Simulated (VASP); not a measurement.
Input of a VASP 6.6.1 run:

File POSCAR:

```
BN
1.0
    0.0000000000      1.8130010000      1.8130010000
    1.8130010000      0.0000000000      1.8130010000
    1.8130010000      1.8130010000      0.0000000000
B N
1 1
Direct
   -0.0292515054      0.0292515054      0.0000000000
    0.7500000000      0.7500000000      0.7500000000
```

File INCAR.step1:

```
SYSTEM = BN
ALGO = Normal ; EDIFF = 1E-5
ENCUT = 1460 ; GGA = PE
GGA_COMPAT = .FALSE. ; ISMEAR = 0
LASPH = .TRUE. ; LCHARG = .FALSE.
LREAL = .FALSE. ; LWAVE = .TRUE.
NBANDS = 11 ; NELM = 120
PREC = Accurate ; SIGMA = 0.05
```

INCAR.step2

```
SYSTEM = BN
ALGO = Normal ; EDIFF = 1E-6
ENCUT = 1460 ; GGA_COMPAT = .FALSE.
ISIF = 2 ; ISMEAR = 0
ISTART = 1 ; LASPH = .TRUE.
LCHARG = .FALSE. ; LMIXTAU = .TRUE.
LREAL = .FALSE. ; LWAVE = .FALSE.
METAGGA = R2SCAN ; NBANDS = 11
NELM = 120 ; PREC = Accurate
SIGMA = 0.05
```

Contents of KPOINTS:

```
k-points
0
G
  12 12 12
  0 0 0
```

Potentials or basis: VASP PAW PBE potentials, release 64 (B_h, N_h).

Run with:

```console
$ cat potpaw_PBE.64/B_h/POTCAR potpaw_PBE.64/N_h/POTCAR > POTCAR
$ cp INCAR.step1 INCAR
$ mpirun -np 1 vasp_std > vasp.out
$ cp INCAR.step2 INCAR
$ mpirun -np 1 vasp_std > vasp.out
```

Task: Predict the band gap on the k mesh.

Result: 4.28 eV (least direct gap 8.43 eV).

Task: What does it give for the pressure?

Result: -4.0 GPa.

Task: Estimate the largest force.

Result: 1.795 eV/Å.

Stress tensor (GPa, compression positive):
```
-4.06 -1.77  0.17
-1.77 -4.06 -0.17
 0.17 -0.17 -3.76
```

Caveat: the cell differs from its parent crystal (all B atoms moved +0.075 Å, as atom 1 along Cartesian [1 -1 0]); the cell stands under tension; the PAW data sets were made with another functional, which shifts forces and pressure a little. A k mesh can miss the band edges.
